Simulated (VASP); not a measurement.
Wanted: the native input for a VASP 6.6.1 run.

```
Task                   : single point
Functional             : PBE
Potentials or basis    : VASP PAW PBE potentials, release 64 (Be, Zn, Se)
Cutoff                 : 520 eV
k mesh                 : 8 × 4 × 4
Occupations            : gaussian, width 0.02 eV
Spin                   : no spin polarisation
Dipole correction      : no
Further INCAR settings : ALGO = Normal; EDIFF = 1e-07; NBANDS = 46
```

The structure of Be2ZnSe3 lies in POSCAR:

```
Be2ZnSe3
1.0
    3.6786969713      0.0052848225     -0.0012334608
    0.8456146625      6.3833290581      0.0015564849
    0.5322206632      0.7958204717     10.2560300768
Be Zn Se
4 2 6
Direct
    0.2864187205      0.3351771371      0.9394663784
    0.2633283338      0.0629794486      0.5833787969
    0.6661878442      0.1670912882      0.2791677845
    0.6788732104      0.8440200673      0.7942509870
    0.0598229867      0.6425321667      0.3967457600
    0.0632055529      0.8828547427      0.0770039209
    0.7877205915      0.2580738798      0.0641631776
    0.8278319044      0.8475042342      0.5780483521
    0.1454322554      0.2654999144      0.3888239367
    0.2023995376      0.6890917120      0.8887008843
    0.5522423312      0.8231647081      0.2506968776
    0.4665367315      0.1820107009      0.7595531441
```

These files were run (other wordings do the same):

INCAR

```
SYSTEM = Be2ZnSe3
ALGO = Normal ; EDIFF = 1E-7
ENCUT = 520 ; GGA = PE
ISIF = 2 ; ISMEAR = 0
LASPH = .TRUE. ; LCHARG = .FALSE.
LREAL = .FALSE. ; LWAVE = .FALSE.
NBANDS = 46 ; NELM = 100
PREC = Accurate ; SIGMA = 0.02
```

KPOINTS

```
k-points
0
G
  8 4 4
  0 0 0
```

Potentials or basis: VASP PAW PBE potentials, release 64 (Be, Zn, Se).

The run is started by

```console
$ cat potpaw_PBE.64/Be/POTCAR potpaw_PBE.64/Zn/POTCAR potpaw_PBE.64/Se/POTCAR > POTCAR
$ mpirun -np 1 vasp_std > vasp.out
```

It gave:

The pressure is 0.2 GPa, the largest force is 0.019 eV/Å and the band gap on the k mesh is 0.91 eV (least direct gap 1.25 eV).

It took 8.6 min on 1 thread of Intel(R) Xeon(R) 6975P-C (Granite Rapids), with other jobs on the host, peak memory 0.72 GiB.
